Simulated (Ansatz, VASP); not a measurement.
**Two plane-wave programs on BeTe**

INCAR

```
PREC = Accurate ; ENCUT = 600
EDIFF = 1E-6 ; ISMEAR = -1
SIGMA = 0.02 ; LREAL = F
LASPH = T ; NELM = 120
ALGO = Normal ; ISIF = 2
LWAVE = F ; LCHARG = T
GGA = PE ; LELF = T
LVHAR = T ; NBANDS = 11
GGA_COMPAT = F
```

File KPOINTS:

```
regular mesh
0
Gamma
  8 8 8
```

Contents of POSCAR:

```
BeTe
1.0
    0.0000000000      2.8286236255      2.8003373892
    2.8286236255      0.0000000000      2.8003373892
    2.8286236255      2.8286236255      0.0000000000
Be Te
1 1
Direct
    0.0000000000      0.0000000000      0.0000000000
    0.2500000000      0.2500000000      0.2500000000
```

Input for Ansatz:

```yaml
crystal:
  lattice:
    - [0.0, 2.8286236255, 2.8003373892]
    - [2.8286236255, 0.0, 2.8003373892]
    - [2.8286236255, 2.8286236255, 0.0]
  atoms:
    - { symbol: Be, position: [0.0, 0.0, 0.0] }
    - { symbol: Te, position: [0.25, 0.25, 0.25] }
kpoints:
  mp_grid: { grid: [8, 8, 8] }
  band_path:
    path:
      - [0.0, 0.0, 0.0]
      - [-0.5, -0.5, 0.0]
      - [-0.375, -0.375, 0.25]
      - [-0.375, 0.0, 0.375]
      - [0.0, 0.0, 0.5]
      - [-0.5, -0.25, 0.25]
    npoints: 1
hamiltonian:
  xc: pbe
scf:
  occupations: { method: fermi_dirac, width: 0.02 }
  n_extra_bands: 4
output:
  forces: true
  stress: true
  eigenvalues: true
  write_density: true
  write_potential: true
  elf: true
  volumetric_format: npy
```

Change from the starting cell: uniaxial_z strain -1.0%.

Alike in both runs: task single point; functional PBE; k mesh 8 × 8 × 8; occupations fermi-dirac, width 0.02 eV; no spin polarisation.

|  | VASP | Ansatz |
| --- | --- | --- |
| version | VASP 6.6.1 | Ansatz 0.2.0 |
| potentials or method | VASP PAW PBE potentials, release 64 (Be, Te) | plane waves, PAW |
| plane-wave cutoff (eV) | 600 | 420 |
| valence electrons in the cell | 8 | 18 |

Ansatz gave:

| Quantity | Value |
| --- | --- |
| gap on the k mesh at the Fermi level (eV) | 1.92 |
| pressure (GPa) | 0.8 |
| traceless stress, the component that is largest in VASP (GPa) | 0.40 |

Question: Which values does VASP return?

Answer: gap on the k mesh at the Fermi level (eV): 1.90; pressure (GPa): 0.9; traceless stress, the component that is largest in VASP (GPa): 0.40.

VASP's potentials hold 8 valence electrons a cell and Ansatz's 18, so a difference there can come from the potentials and not from the codes.

Neither program's run includes spin-orbit coupling.
